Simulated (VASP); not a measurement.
# Li in VASP: a series of runs

The runs below take Li through single point, with PBE.

Program: VASP 6.6.1. These are calculated values, not measurements. Logs are shortened: lines on timing, memory, paths and dates and some standing lists are left out, and cuts for length are marked.

## Step 1: The cell of the first run

The cell holds a cluster in a box, 1 atom: a = 9.000 Å, b = 9.300 Å, c = 9.600 Å, α = 90.00°, β = 90.00°, γ = 90.00°.

## Step 2: Single point, PBE, collinear spin

Contents of INCAR:

```
SYSTEM = Li
ALGO = Normal
EDIFF = 1E-6
ENCUT = 650
GGA = PE
GGA_COMPAT = .FALSE.
ISIF = 2
ISMEAR = -1
ISPIN = 2
LASPH = .TRUE.
LCHARG = .FALSE.
LORBIT = 11
LREAL = .FALSE.
LWAVE = .FALSE.
MAGMOM = 1
NBANDS = 12
NELM = 200
PREC = Accurate
SIGMA = 0.49
```

Contents of KPOINTS:

```
k-points
0
G
  1 1 1
  0 0 0
```

Contents of POSCAR:

```
Li
1.0
    9.0000000000      0.0000000000      0.0000000000
    0.0000000000      9.3000000000      0.0000000000
    0.0000000000      0.0000000000      9.6000000000
Li
1
Direct
    0.4995663100      0.5033063800      0.5033308200
```

Potentials or basis: VASP PAW PBE potentials, release 64 (Li_sv).

Run with:

```sh
cat potpaw_PBE.64/Li_sv/POTCAR > POTCAR
mpirun -np 1 vasp_gam > vasp.out
```

OUTCAR:

```text
SYSTEM = Li
   EDIFF = 1E-6
   ENCUT = 650
   GGA = PE
   ISIF = 2
   ISMEAR = -1
   ISPIN = 2
   LASPH = .TRUE.
   LORBIT = 11
   LREAL = .FALSE.
   NELM = 200
   PREC = Accurate

 ion  position               nearest neighbor table
   1  0.500  0.503  0.503-

  LATTYP: Found a simple orthorhombic cell.
 ALAT       =     9.0000000000
 B/A-ratio  =     1.0333333333
 C/A-ratio  =     1.0666666667

  Lattice vectors:

 A1 = (   9.0000000000,   0.0000000000,   0.0000000000)
 A2 = (   0.0000000000,   9.3000000000,   0.0000000000)
 A3 = (   0.0000000000,   0.0000000000,   9.6000000000)

Analysis of symmetry for initial positions (statically):
=====================================================================
 Subroutine PRICEL returns:
 Original cell was already a primitive cell.

 Routine SETGRP: Setting up the symmetry group for a
 simple orthorhombic supercell.

 Subroutine GETGRP returns: Found  8 space group operations
 (whereof  1 operations were pure point group operations)
 out of a pool of  8 trial point group operations.

The static configuration has the point symmetry C_1 .
 The point group associated with its full space group is D_2h.

Analysis of symmetry for dynamics (positions and initial velocities):
=====================================================================
 Subroutine PRICEL returns:
 Original cell was already a primitive cell.

 Routine SETGRP: Setting up the symmetry group for a
 simple orthorhombic supercell.

 Subroutine GETGRP returns: Found  8 space group operations
 (whereof  1 operations were pure point group operations)
 out of a pool of  8 trial point group operations.

The dynamic configuration has the point symmetry C_1 .
 The point group associated with its full space group is D_2h.

Analysis of structural, dynamic, and magnetic symmetry:
=====================================================================
 Subroutine PRICEL returns:
 Original cell was already a primitive cell.

 Routine SETGRP: Setting up the symmetry group for a
 simple orthorhombic supercell.

 Subroutine GETGRP returns: Found  8 space group operations
 (whereof  1 operations were pure point group operations)
 out of a pool of  8 trial point group operations.

The overall configuration has the point symmetry C_1 .
 The point group associated with its full space group is D_2h.

 Subroutine INISYM returns: Found  8 space group operations
 (whereof  1 operations are pure point group operations),
 and found     1 'primitive' translations

----------------------------------------------------------------------------------------

                                     Primitive cell

  volume of cell :     803.5200

  direct lattice vectors                    reciprocal lattice vectors
     9.000000000  0.000000000  0.000000000     0.111111111  0.000000000  0.000000000
     0.000000000  9.300000000  0.000000000     0.000000000  0.107526882  0.000000000
     0.000000000  0.000000000  9.600000000     0.000000000  0.000000000  0.104166667

  length of vectors
     9.000000000  9.300000000  9.600000000     0.111111111  0.107526882  0.104166667

  position of ions in fractional coordinates (direct lattice)
     0.499566310  0.503306380  0.503330820

  ion indices of the primitive-cell ions
   primitive index   ion index
                 1           1

----------------------------------------------------------------------------------------

 KPOINTS: k-points

Automatic generation of k-mesh.
 Grid dimensions read from file:
 generate k-points for:    1    1    1

 Generating k-lattice:

  Cartesian coordinates                     Fractional coordinates (reciprocal lattice)
     0.111111111  0.000000000  0.000000000     1.000000000  0.000000000  0.000000000
     0.000000000  0.107526882  0.000000000     0.000000000  1.000000000  0.000000000
     0.000000000  0.000000000  0.104166667     0.000000000  0.000000000  1.000000000

  Length of vectors
     0.111111111  0.107526882  0.104166667

  Shift w.r.t. Gamma in fractional coordinates (k-lattice)
     0.000000000  0.000000000  0.000000000

 Subroutine IBZKPT returns following result:
 ===========================================

 Found      1 irreducible k-points:

 Following reciprocal coordinates:
            Coordinates               Weight
  0.000000  0.000000  0.000000      1.000000
   k-points           NKPTS =      1   k-points in BZ     NKDIM =      1   number of bands    NBANDS=     12
   number of dos      NEDOS =    301   number of ions     NIONS =      1
   total plane-waves  NPLWV = 512000
   dimension x,y,z NGX =    80 NGY =   80 NGZ =   80
   dimension x,y,z NGXF=   160 NGYF=  160 NGZF=  160
   ions per type =               1
   NGX,Y,Z   is equivalent  to a cutoff of  14.78, 14.30, 13.85 a.u.
   NGXF,Y,Z  is equivalent  to a cutoff of  29.55, 28.60, 27.71 a.u.
 SYSTEM =  Li
   PREC   = accura    normal or accurate (medium, high low for compatibility)
   ISTART =      0    job   : 0-new  1-cont  2-samecut
   ICHARG =      2    charge: 1-file 2-atom 10-const
   ISPIN  =      2    spin polarized calculation?
   LNONCOLLINEAR =      F non collinear calculations
   LSORBIT =      F    spin-orbit coupling
   LASPH  =      T    aspherical Exc in radial PAW
   ENCUT  =  650.0 eV  47.77 Ry    6.91 a.u.  18.71 19.33 19.96*2*pi/ulx,y,z
   NELM   =    200;   NELMIN=  2; NELMDL= -5     # of ELM steps
   EDIFF  = 0.1E-05   stopping-criterion for ELM
   LREAL  =      F    real-space projection
[... 7 lines left out ...]
   TEBEG  =    0.0;   TEEND  =   0.0 temperature during run
   PSTRESS=    0.0 pullay stress
   NELECT =       3.0000    total number of electrons
   NUPDOWN=      -1.0000    fix difference up-down
   EMIN   =  10.00;   EMAX   =-10.00  energy-range for DOS
   EFERMI =   0.00;   METHOD = LEGACY
   ISMEAR =    -1;   SIGMA  =   0.49  broadening in eV -4-tet -1-fermi 0-gaus
   EFERMI_NEDOS =   21; number of points for ismear=-14 and -15
   IALGO  =     38    algorithm
   IMIX   =      4    mixing-type and parameters
     AMIX     =   0.40;   BMIX     =  1.00
     AMIX_MAG =   1.60;   BMIX_MAG =  1.00
  volume/ion in A,a.u.               =     803.52      5422.42
  Fermi-wavevector in a.u.,A,eV,Ry     =   0.253970  0.479934  0.877589  0.064501
  Thomas-Fermi vector in A             =   1.074596
   LORBIT       =     11    0 simple, 1 ext, 2 COOP (PROOUT), +10 PAW based schemes
   GGA     = PE    functional components
   LHFCALC =     F    Hartree Fock is set to
   AEXX    =    0.0000 exact exchange contribution
   IVDW    =     0    specifies the selected vdW correction
   LEPSILON=     F    determine dielectric tensor
   LRPA    =     F    only Hartree local field effects (RPA)
 spin polarized calculation
  energy-cutoff  :      650.00
  volume of cell :      803.52
 maximum number of plane-waves:     15137
 NGX is ok and might be reduce to    80
   NGX = 37   NGY = 39   NGZ = 39

 number of electron       2.9999999 magnetization       0.0009880

 number of electron       2.9999999 magnetization      -0.0002148

 Free energy of the ion-electron system (eV)
  ---------------------------------------------------
  ext. energy  EPLUGINS =         0.00000000
  ---------------------------------------------------
  free energy    TOTEN  =        -0.79206073 eV

  energy without entropy =        0.15346802  energy(sigma->0) =       -0.31929635

 E-fermi :  -2.9363     XC(G=0):  -1.4243

 val. band max:      -51.9942626358   @ k =   0.0000   0.0000   0.0000
 cond. band min:      -2.8360382852   @ k =   0.0000   0.0000   0.0000
 fundamental gap:     49.1582243506
 Fermi energy:        -2.9363397035

 spin component 1

 k-point     1 :       0.0000    0.0000    0.0000
  band No.  band energies     occupation
      1     -51.9943      1.00000
      2      -2.8358      0.44888
      3      -0.9132      0.01585
      4      -0.8863      0.01501
      5      -0.8547      0.01409
      6      -0.2629      0.00425
      7       0.5790      0.00077
      8       0.6468      0.00067
      9       1.4147      0.00014
     10       1.4945      0.00012
     11       1.5854      0.00010
     12       1.8359      0.00006
 Fermi energy:        -2.9363397035

 spin component 2

 k-point     1 :       0.0000    0.0000    0.0000
  band No.  band energies     occupation
      1     -51.9944      1.00000
      2      -2.8360      0.44900
      3      -0.9135      0.01586
      4      -0.8865      0.01502
      5      -0.8548      0.01409
      6      -0.2639      0.00426
      7       0.5786      0.00077
      8       0.6465      0.00067
      9       1.4139      0.00014
     10       1.4938      0.00012
     11       1.5848      0.00010
     12       1.8357      0.00006

------------------------ aborting loop because EDIFF is reached ----------------------------------------

  FORCE on cell =-STRESS in cart. coord.  units (eV):
  Direction    XX          YY          ZZ          XY          YZ          ZX
  --------------------------------------------------------------------------------------
  -------------------------------------------------------------------------------------
  Total       -0.1527122     -0.1237582     -0.1004022      0.0000000      0.0000000      0.0000000
  in kB       -0.3045003     -0.2467675     -0.2001967      0.0000000      0.0000000      0.0000000
  external PRESSURE =      -0.2504882 kB  Pullay stress =       0.0000000 kB

 VOLUME and BASIS-vectors are now :
 -----------------------------------------------------------------------------
  energy-cutoff  :      650.00
  volume of cell :      803.52
      direct lattice vectors                 reciprocal lattice vectors
     9.000000000  0.000000000  0.000000000     0.111111111  0.000000000  0.000000000
     0.000000000  9.300000000  0.000000000     0.000000000  0.107526882  0.000000000
     0.000000000  0.000000000  9.600000000     0.000000000  0.000000000  0.104166667

 POSITION                                       TOTAL-FORCE (eV/Angst)
 -----------------------------------------------------------------------------------
      4.49610      4.68075      4.83198         0.000000      0.000000      0.000000
 -----------------------------------------------------------------------------------
    total drift:                               -0.000001      0.000003      0.000003

  FREE ENERGIE OF THE ION-ELECTRON SYSTEM (eV)
  ---------------------------------------------------
  free  energy   TOTEN  =        -0.7920607276 eV

  energy  without entropy=        0.1534680244  energy(sigma->0) =       -0.31929635

 total charge

# of ion       s       p       d       tot
------------------------------------------
    1        2.028   0.005   0.000   2.033

 magnetization (x)

# of ion       s       p       d       tot
------------------------------------------
    1       -0.000  -0.000   0.000  -0.000
```

Wall time 1.8 min (1 thread of Intel Xeon 6975P-C (Granite Rapids), shared host); peak memory 1.3 GiB.

Results:

* Free energy: -0.7921 eV
* Gap between the frontier levels: 49.16 eV
* Net moment: 0.00 μB per cell
* Valence electrons inside the program's atomic spheres: Li 2.03

[end of part 1 of 2]
